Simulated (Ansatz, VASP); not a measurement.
**GaMo in VASP and in Ansatz**

```
Ga Mo
1.0
     2.73728    0.00000    0.00000
     0.00000    2.73728    0.00000
     0.00000    0.00000    4.11307
Ga Mo
1 1
Direct
  0.50000 0.50000 0.50000
  0.00000 0.00000 0.00000
```

Alike in both runs: functional PBE; k mesh 7 × 7 × 5; occupations gaussian, width 0.2 eV; no spin polarisation.

Ansatz relaxed the structure, and its values are those at the end. VASP's run is a single point on that final structure, the one shown.

```csv
,VASP,Ansatz
version,VASP 6.6.1,Ansatz 0.2.0
potentials or method,"VASP PAW PBE potentials, release 64 (Ga_d, Mo_sv), cutoff 520 eV","scalar-relativistic, plane waves, PAW"
valence electrons in the cell,27,27
```

Ansatz gave:

| Item | Value |
| --- | --- |
| gap on the k mesh at the Fermi level (eV) | none |
| pressure (GPa) | 0.3 |

Question: What did VASP give for the same quantities?

Answer: gap on the k mesh at the Fermi level (eV): none; pressure (GPa): 0.7.

A gap of «none» marks a metal or a gap that the smearing closes.
